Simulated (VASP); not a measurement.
# CuO in VASP: a series of runs

The runs below take CuO through single point, with PBE.

All numbers are computed with VASP 6.6.1; they aren't measurements. Logs are shortened: lines on timing, memory, paths and dates and some standing lists are left out, and cuts for length are marked.

## Step 1: The cell of the first run

The typed cell holds 4 atoms: a = 2.892 Å, b = 2.892 Å, c = 5.139 Å, α = 90.00°, β = 90.00°, γ = 89.92°.

## Step 2: Single point, PBE (10.75 Å³/atom)

File INCAR:

```
PREC     = Accurate       # precision mode
ENCUT    = 520            # plane-wave cutoff, eV
EDIFF    = 1E-6           # SCF threshold, eV
ISMEAR   = 0              # smearing method
SIGMA    = 0.05           # smearing width, eV
LREAL    = False          # projectors in reciprocal space
LASPH    = True           # aspherical terms in the spheres
NELM     = 100            # most SCF steps
ALGO     = Normal         # electronic algorithm
ISIF     = 2              # what is computed and relaxed
LWAVE    = False          # write WAVECAR
LCHARG   = False          # write CHGCAR
GGA      = PE             # functional
NBANDS   = 25             # bands
```

File KPOINTS:

```
regular mesh
0
Gamma
  12 12 8
```

File POSCAR:

```
CuO
1.0
    2.0404269609     -2.0438274879      0.1599895364
    2.0404269609      2.0438274879      0.1599895364
   -0.4019377473      0.0000000000      5.1233720036
Cu O
2 2
Direct
    0.0000000000      0.5000000000      0.0000000000
    0.5000000000      0.0000000000      0.5000000000
    0.5000118651      0.4999881349      0.2500000000
    0.4999881349      0.5000118651      0.7500000000
```

Potentials or basis: VASP PAW PBE potentials, release 64 (Cu, O).

Run with:

```sh
$ cat potpaw_PBE.64/Cu/POTCAR potpaw_PBE.64/O/POTCAR > POTCAR
$ mpirun -np 1 vasp_std > vasp.out
```

OUTCAR:

```text
PREC = Accurate
   ENCUT = 520
   EDIFF = 1E-6
   ISMEAR = 0
   LREAL = False
   LASPH = True
   NELM = 100
   ISIF = 2
   GGA = PE

 ion  position               nearest neighbor table
   1  0.000  0.500  0.000-   3 1.93   4 1.93   4 1.93   3 1.93
   2  0.500  0.000  0.500-   4 1.93   3 1.93   4 1.93   3 1.93
   3  0.500  0.500  0.250-   2 1.93   1 1.93   2 1.93   1 1.93
   4  0.500  0.500  0.750-   1 1.93   2 1.93   2 1.93   1 1.93

  LATTYP: Found a base centered monoclinic cell.
 ALAT       =     4.0933794520
 B/A-ratio  =     0.9986015281
 C/A-ratio  =     1.2554697771
 COS(beta)  =    -0.0000417092

  Lattice vectors:

 A1 = (   2.0404269609,  -2.0438274879,   0.1599895364)
 A2 = (   2.0404269609,   2.0438274879,   0.1599895364)
 A3 = (  -0.4019377473,   0.0000000000,   5.1233720036)

Analysis of symmetry for initial positions (statically):
=====================================================================
 Subroutine PRICEL returns:
 Original cell was already a primitive cell.

 Routine SETGRP: Setting up the symmetry group for a
 base centered monoclinic supercell.

 Subroutine GETGRP returns: Found  4 space group operations
 (whereof  2 operations were pure point group operations)
 out of a pool of  4 trial point group operations.

The static configuration has the point symmetry S_2 .
 The point group associated with its full space group is C_2h.

Analysis of symmetry for dynamics (positions and initial velocities):
=====================================================================
 Subroutine PRICEL returns:
 Original cell was already a primitive cell.

 Routine SETGRP: Setting up the symmetry group for a
 base centered monoclinic supercell.

 Subroutine GETGRP returns: Found  4 space group operations
 (whereof  2 operations were pure point group operations)
 out of a pool of  4 trial point group operations.

The dynamic configuration has the point symmetry S_2 .
 The point group associated with its full space group is C_2h.

 Subroutine INISYM returns: Found  4 space group operations
 (whereof  2 operations are pure point group operations),
 and found     1 'primitive' translations

----------------------------------------------------------------------------------------

                                     Primitive cell

  volume of cell :      42.9947

  direct lattice vectors                    reciprocal lattice vectors
     2.040426961 -2.043827488  0.159989536     0.243548589 -0.244639043  0.019106825
     2.040426961  2.043827488  0.159989536     0.243548589  0.244639043  0.019106825
    -0.401937747  0.000000000  5.123372004    -0.015210774  0.000000000  0.193990640

  length of vectors
     2.892433169  2.892433169  5.139114188     0.345730021  0.345730021  0.194586064

  position of ions in fractional coordinates (direct lattice)
     0.000000000  0.500000000  0.000000000
     0.500000000  0.000000000  0.500000000
     0.500011865  0.499988135  0.250000000
     0.499988135  0.500011865  0.750000000

  ion indices of the primitive-cell ions
   primitive index   ion index
                 1           1
                 2           2
                 3           3
                 4           4

----------------------------------------------------------------------------------------

 KPOINTS: regular mesh

Automatic generation of k-mesh.
 Grid dimensions read from file:
 generate k-points for:   12   12    8

 Generating k-lattice:

  Cartesian coordinates                     Fractional coordinates (reciprocal lattice)
     0.020295716 -0.020386587  0.001592235     0.083333333  0.000000000  0.000000000
     0.020295716  0.020386587  0.001592235     0.000000000  0.083333333  0.000000000
    -0.001901347  0.000000000  0.024248830     0.000000000  0.000000000  0.125000000

  Length of vectors
     0.028810835  0.028810835  0.024323258

  Shift w.r.t. Gamma in fractional coordinates (k-lattice)
     0.000000000  0.000000000  0.000000000

 Subroutine IBZKPT returns following result:
 ===========================================

 Found    320 irreducible k-points:

 Following reciprocal coordinates:
            Coordinates               Weight
  0.000000  0.000000  0.000000      1.000000
  0.083333 -0.000000 -0.000000      4.000000
  0.166667  0.000000 -0.000000      4.000000
  0.250000 -0.000000 -0.000000      4.000000
  0.333333  0.000000 -0.000000      4.000000
  0.416667 -0.000000 -0.000000      4.000000
[... 16 lines left out ...]
  0.500000  0.166667 -0.000000      4.000000
 -0.416667  0.166667  0.000000      4.000000
 [... further k-points ...]
   k-points           NKPTS =    320   k-points in BZ     NKDIM =    320   number of bands    NBANDS=     25
   number of dos      NEDOS =    301   number of ions     NIONS =      4
   total plane-waves  NPLWV =  23040
   dimension x,y,z NGX =    24 NGY =   24 NGZ =   40
   dimension x,y,z NGXF=    48 NGYF=   48 NGZF=   80
   ions per type =               2   2
   NGX,Y,Z   is equivalent  to a cutoff of  13.79, 13.79, 12.94 a.u.
   NGXF,Y,Z  is equivalent  to a cutoff of  27.59, 27.59, 25.88 a.u.
 SYSTEM =  unknown system
   PREC   = accura    normal or accurate (medium, high low for compatibility)
   ISTART =      0    job   : 0-new  1-cont  2-samecut
   ICHARG =      2    charge: 1-file 2-atom 10-const
   ISPIN  =      1    spin polarized calculation?
   LNONCOLLINEAR =      F non collinear calculations
   LSORBIT =      F    spin-orbit coupling
   LASPH  =      T    aspherical Exc in radial PAW
   ENCUT  =  520.0 eV  38.22 Ry    6.18 a.u.   5.38  5.38  9.56*2*pi/ulx,y,z
   NELM   =    100;   NELMIN=  2; NELMDL= -5     # of ELM steps
   EDIFF  = 0.1E-05   stopping-criterion for ELM
   LREAL  =      F    real-space projection
   EDIFFG = 0.1E-04   stopping-criterion for IOM
   NSW    =      0    number of steps for IOM
   IBRION =     -1    ionic relax: 0-MD 1-quasi-New 2-CG
   NFREE  =      0    steps in history (QN), initial steepest desc. (CG)
   ISIF   =      2    stress and relaxation
   ISYM   =      2    0-nonsym 1-usesym 2-fastsym
   POTIM  = 0.5000    time-step for ionic-motion
   TEBEG  =    0.0;   TEEND  =   0.0 temperature during run
   PSTRESS=    0.0 pullay stress
   NELECT =      34.0000    total number of electrons
   NUPDOWN=      -1.0000    fix difference up-down
   EMIN   =  10.00;   EMAX   =-10.00  energy-range for DOS
   EFERMI =   0.00;   METHOD = LEGACY
   ISMEAR =     0;   SIGMA  =   0.05  broadening in eV -4-tet -1-fermi 0-gaus
   EFERMI_NEDOS =   21; number of points for ismear=-14 and -15
   IALGO  =     38    algorithm
   IMIX   =      4    mixing-type and parameters
     AMIX     =   0.40;   BMIX     =  1.00
     AMIX_MAG =   1.60;   BMIX_MAG =  1.00
  volume/ion in A,a.u.               =      10.75        72.54
  Fermi-wavevector in a.u.,A,eV,Ry     =   1.513897  2.860850 31.182973  2.291884
  Thomas-Fermi vector in A             =   2.623627
   LORBIT       =      0    0 simple, 1 ext, 2 COOP (PROOUT), +10 PAW based schemes
   GGA     = PE    functional components
   LHFCALC =     F    Hartree Fock is set to
   AEXX    =    0.0000 exact exchange contribution
   IVDW    =     0    specifies the selected vdW correction
   LEPSILON=     F    determine dielectric tensor
   LRPA    =     F    only Hartree local field effects (RPA)
 non-spin polarized calculation
 Gauss-broadening in eV      SIGMA  =   0.05
  energy-cutoff  :      520.00
  volume of cell :       42.99
 maximum number of plane-waves:      1176
 NGX is ok and might be reduce to    24
   NGX = 11   NGY = 11   NGZ = 19

 number of electron      33.9999975 magnetization

 Free energy of the ion-electron system (eV)
  ---------------------------------------------------
  ext. energy  EPLUGINS =         0.00000000
  ---------------------------------------------------
  free energy    TOTEN  =       -19.68886283 eV

  energy without entropy =      -19.68521679  energy(sigma->0) =      -19.68703981

 E-fermi :   5.2793     XC(G=0): -11.4906

 val. band max:        5.2781616787   @ k =   0.5000   0.0833   0.1250
 cond. band min:       5.2866053010   @ k =   0.5000  -0.0000   0.2500
 fundamental gap:      0.0084436223
 Fermi energy:         5.2792555025

 k-point     1 :       0.0000    0.0000    0.0000
  band No.  band energies     occupation
      1     -14.7682      2.00000
      2     -13.4264      2.00000
      3      -3.1113      2.00000
      4      -0.3188      2.00000
      5      -0.3160      2.00000
      6       1.3795      2.00000
[... 17 lines left out ...]
     24      20.0253      0.00000
     25      20.2843      0.00000

 k-point     2 :       0.0833   -0.0000   -0.0000
  band No.  band energies     occupation
      1     -14.7288      2.00000
      2     -13.4139      2.00000
      3      -3.0443      2.00000
      4      -0.3599      2.00000
      5      -0.2979      2.00000
      6       0.9933      2.00000
[... 17 lines left out ...]
     24      20.1558      0.00000
     25      20.5191      0.00000

 k-point     3 :       0.1667    0.0000   -0.0000
  band No.  band energies     occupation
      1     -14.6187      2.00000
      2     -13.3798      2.00000
      3      -2.8556      2.00000
      4      -0.4570      2.00000
      5      -0.2441      2.00000
      6       0.1939      2.00000
[... 17 lines left out ...]
     24      20.3711      0.00000
     25      20.5504      0.00000

 k-point     4 :       0.2500   -0.0000   -0.0000
  band No.  band energies     occupation
      1     -14.4621      2.00000
      2     -13.3328      2.00000
      3      -2.5836      2.00000
      4      -0.6561      2.00000
      5      -0.5471      2.00000
      6      -0.1685      2.00000
[... 17 lines left out ...]
     24      20.1128      0.00000
     25      20.6380      0.00000
[... 477 lines left out ...]
 k-point    22 :       0.4167    0.1667   -0.0000
  band No.  band energies     occupation
      1     -14.0359      2.00000
      2     -13.2157      2.00000
      3      -1.8241      2.00000
      4      -1.7193      2.00000
      5      -0.4057      2.00000
      6      -0.1784      2.00000
[... 17 lines left out ...]
     24      18.6662      0.00000
     25      19.2108      0.00000

 k-point    23 :       0.5000    0.1667   -0.0000
  band No.  band energies     occupation
      1     -13.9896      2.00000
      2     -13.2037      2.00000
      3      -1.9309      2.00000
      4      -1.6891      2.00000
      5      -0.3184      2.00000
      6      -0.2248      2.00000
[... 17 lines left out ...]
     24      18.7169      0.00000
     25      18.7707      0.00000

 k-point    24 :      -0.4167    0.1667    0.0000
  band No.  band energies     occupation
      1     -14.0357      2.00000
      2     -13.2156      2.00000
      3      -1.8242      2.00000
      4      -1.7196      2.00000
      5      -0.4076      2.00000
      6      -0.1774      2.00000
[... 17 lines left out ...]
     24      18.6550      0.00000
     25      19.2081      0.00000

 [... further k-points ...]

------------------------ aborting loop because EDIFF is reached ----------------------------------------

  FORCE on cell =-STRESS in cart. coord.  units (eV):
  Direction    XX          YY          ZZ          XY          YZ          ZX
  --------------------------------------------------------------------------------------
  -------------------------------------------------------------------------------------
  Total        1.7856461      1.7865649      1.9317883      0.0000000      0.0000000     -0.0114630
  in kB       66.5413289     66.5755685     71.9872555      0.0000000      0.0000000     -0.4271648
  external PRESSURE =      68.3680509 kB  Pullay stress =       0.0000000 kB

 VOLUME and BASIS-vectors are now :
 -----------------------------------------------------------------------------
  energy-cutoff  :      520.00
  volume of cell :       42.99
      direct lattice vectors                 reciprocal lattice vectors
     2.040426961 -2.043827488  0.159989536     0.243548589 -0.244639043  0.019106825
     2.040426961  2.043827488  0.159989536     0.243548589  0.244639043  0.019106825
    -0.401937747  0.000000000  5.123372004    -0.015210774  0.000000000  0.193990640

 POSITION                                       TOTAL-FORCE (eV/Angst)
 -----------------------------------------------------------------------------------
      1.02021      1.02191      0.07999        -0.000000      0.000000     -0.000000
      0.81924     -1.02191      2.64168        -0.000000      0.000000     -0.000000
      1.93994     -0.00005      1.44083        -0.000000     -0.000015      0.000000
      1.73897      0.00005      4.00252         0.000000      0.000015      0.000000
 -----------------------------------------------------------------------------------
    total drift:                                0.000000      0.000000     -0.000000

  FREE ENERGIE OF THE ION-ELECTRON SYSTEM (eV)
  ---------------------------------------------------
  free  energy   TOTEN  =       -19.6888628315 eV

  energy  without entropy=      -19.6852167924  energy(sigma->0) =      -19.68703981
```

Wall time 5.9 min (1 thread of Intel Xeon 8259CL, shared host); peak memory 0.38 GiB.

What came out:

- Free energy: -19.6889 eV
- Pressure: 6.8 GPa
- Band gap on the k mesh: zero (bands 17 and 18 overlap by 1.17 eV)

Stress tensor (GPa, compression positive):
```
 6.65  0.00 -0.04
 0.00  6.66  0.00
-0.04  0.00  7.20
```

Levels at points of the mesh, in eV from the Fermi level:
```
           k point  band 14  band 15  band 16  band 17  band 18  band 19  band 20  band 21
(0.00, 0.00, 0.00)    -2.47    -2.38    -2.04     0.67     0.67     1.49     6.16     7.38
(0.50, 0.00, 0.00)    -1.98    -1.64    -1.56     0.21     0.45     3.58     6.00     6.63
(0.50, 0.50, 0.00)    -2.43    -1.64    -1.24    -1.24     1.16     2.08     7.16    10.01
(0.00, 0.00, 0.50)    -2.40    -1.60    -1.60     0.08     0.08     3.56     3.56    11.69
(0.50, 0.00, 0.50)    -2.46    -2.10    -1.89    -0.15     0.68     4.26     5.97     8.38
(0.50, 0.50, 0.50)    -2.02    -1.46    -1.46    -0.50    -0.50     3.96     3.96    10.81
```

Caveat: the cell stands under pressure; semilocal functionals often make such compounds metallic where correlation or magnetic order opens a gap, which also shifts bond lengths.

## Step 3: Single point, PBE (10.97 Å³/atom)

This run uses another cell than the first one, of 10.97 Å³/atom.

File INCAR:

```
PREC = Accurate
ENCUT = 520
EDIFF = 1E-6
ISMEAR = 0
SIGMA = 0.05
LREAL = False
LASPH = True
NELM = 60
ALGO = Normal
ISIF = 2
LWAVE = False
LCHARG = True
GGA = PE
LELF = True
LVHAR = True
NBANDS = 25
```

File KPOINTS:

```
Automatic mesh
0
Gamma
  12 12 8
```

File POSCAR:

```
CuO
1.0
    2.0609299675     -2.0636546528      0.1615895418
    2.0609299675      2.0636546528      0.1615895418
   -0.4023476323      0.0000000000      5.1283275180
Cu O
2 2
Direct
    0.0000000000      0.5000000000      0.0000000000
    0.5000000000      0.0000000000      0.5000000000
    0.5000121224      0.4999878776      0.2500000000
    0.4999878776      0.5000121224      0.7500000000
```

Potentials or basis: VASP PAW PBE potentials, release 64 (Cu, O).

Run with:

```sh
$ cat potpaw_PBE.64/Cu/POTCAR potpaw_PBE.64/O/POTCAR > POTCAR
$ mpirun -np 1 vasp_std > vasp.out
```

Wall time 6.2 min (1 thread of Intel Xeon 8259CL, shared host); peak memory 0.39 GiB.

It converged, with:

```
Free energy            : -19.7182 eV
Pressure               : 3.6 GPa
Band gap on the k mesh : zero (bands 17 and 18 overlap by 1.17 eV)
```

Stress tensor (GPa, compression positive):
```
 3.46  0.00 -0.04
 0.00  3.47  0.00
-0.04  0.00  3.95
```

Levels at points of the mesh, in eV from the Fermi level:
| k point | band 14 | band 15 | band 16 | band 17 | band 18 | band 19 | band 20 | band 21 |
| --- | --- | --- | --- | --- | --- | --- | --- | --- |
| (0.00, 0.00, 0.00) | -2.42 | -2.33 | -1.96 | 0.66 | 0.67 | 1.43 | 6.12 | 7.32 |
| (0.50, 0.00, 0.00) | -1.93 | -1.61 | -1.53 | 0.21 | 0.46 | 3.67 | 5.91 | 6.52 |
| (0.50, 0.50, 0.00) | -2.39 | -1.63 | -1.22 | -1.22 | 1.13 | 2.12 | 7.18 | 9.88 |
| (0.00, 0.00, 0.50) | -2.33 | -1.58 | -1.58 | 0.10 | 0.10 | 3.50 | 3.50 | 11.65 |
| (0.50, 0.00, 0.50) | -2.39 | -2.06 | -1.85 | -0.17 | 0.67 | 4.30 | 5.90 | 8.31 |
| (0.50, 0.50, 0.50) | -1.95 | -1.44 | -1.44 | -0.51 | -0.51 | 3.99 | 3.99 | 10.58 |

Caveat: the cell stands under pressure; semilocal functionals often make such compounds metallic where correlation or magnetic order opens a gap, which also shifts bond lengths.

## Step 4: Single point, PBE

This run uses another cell than the first one, of 11.20 Å³/atom.

File INCAR:

```
SYSTEM = CuO
ALGO = Normal
EDIFF = 1E-7
ENCUT = 520
GGA = PE
ISIF = 2
ISMEAR = 0
LASPH = .True.
LCHARG = .True.
LELF = .True.
LREAL = .False.
LVHAR = .True.
LWAVE = .False.
NBANDS = 25
NELM = 60
PREC = Accurate
SIGMA = 0.05
```

File KPOINTS:

```
k-points
0
Gamma
  12 12 8
  0 0 0
```

File POSCAR:

```
CuO
1.0
    2.0810493988     -2.0822846806      0.1631489771
    2.0810493988      2.0822846806      0.1631489771
   -0.4029988459      0.0000000000      5.1360284818
Cu O
2 2
Direct
    0.0000000000      0.5000000000      0.0000000000
    0.5000000000      0.0000000000      0.5000000000
    0.5000131488      0.4999868512      0.2500000000
    0.4999868512      0.5000131488      0.7500000000
```

Run with:

```sh
$ cat potpaw_PBE.64/Cu/POTCAR potpaw_PBE.64/O/POTCAR > POTCAR
$ mpirun -np 1 vasp_std > vasp.out
```

Wall time 7.6 min (1 thread of Intel Xeon 8259CL, shared host); peak memory 0.39 GiB.

It converged, with:

```yaml
Free_energy: -19.7305 eV
Pressure: 0.7 GPa
Band_gap_on_the_k_mesh: zero (bands 17 and 18 overlap by 1.18 eV)
```

Stress tensor (GPa, compression positive):
```
 0.51  0.00 -0.03
 0.00  0.54  0.00
-0.03  0.00  0.92
```

Levels at points of the mesh, in eV from the Fermi level:
| k point | band 14 | band 15 | band 16 | band 17 | band 18 | band 19 | band 20 | band 21 |
| --- | --- | --- | --- | --- | --- | --- | --- | --- |
| (0.00, 0.00, 0.00) | -2.36 | -2.27 | -1.89 | 0.66 | 0.67 | 1.38 | 6.08 | 7.25 |
| (0.50, 0.00, 0.00) | -1.88 | -1.57 | -1.49 | 0.21 | 0.46 | 3.75 | 5.82 | 6.41 |
| (0.50, 0.50, 0.00) | -2.34 | -1.61 | -1.21 | -1.20 | 1.11 | 2.16 | 7.20 | 9.76 |
| (0.00, 0.00, 0.50) | -2.26 | -1.55 | -1.55 | 0.11 | 0.11 | 3.45 | 3.45 | 11.60 |
| (0.50, 0.00, 0.50) | -2.33 | -2.01 | -1.82 | -0.19 | 0.66 | 4.33 | 5.84 | 8.25 |
| (0.50, 0.50, 0.50) | -1.89 | -1.42 | -1.42 | -0.52 | -0.52 | 4.01 | 4.01 | 10.37 |

Caveat: semilocal functionals often make such compounds metallic where correlation or magnetic order opens a gap, which also shifts bond lengths.

## Step 5: The runs side by side

| cell | gap on the mesh (eV) | pressure (GPa) |
| --- | --- | --- |
| a = 2.892, b = 2.892, c = 5.139 Å, angles 90.0, 90.0, 89.9°, 4 atoms | none | 6.8 |
| a = 2.921, b = 2.921, c = 5.144 Å, angles 90.0, 90.0, 89.9°, 4 atoms | none | 3.6 |
| a = 2.948, b = 2.948, c = 5.152 Å, angles 90.0, 90.0, 89.9°, 4 atoms | none | 0.7 |

Alike in all rows: task single point; level PBE; potentials or basis VASP PAW PBE potentials, release 64 (Cu, O); no spin polarisation; k mesh 12 × 12 × 8; cutoff (eV) 520; smearing gaussian 0.05 eV.

Caveats: semilocal functionals often make such compounds metallic where correlation or magnetic order opens a gap, which also shifts bond lengths; the cell stands under pressure (at least some runs).

Absolute energies hang on the potentials; compare differences alone.
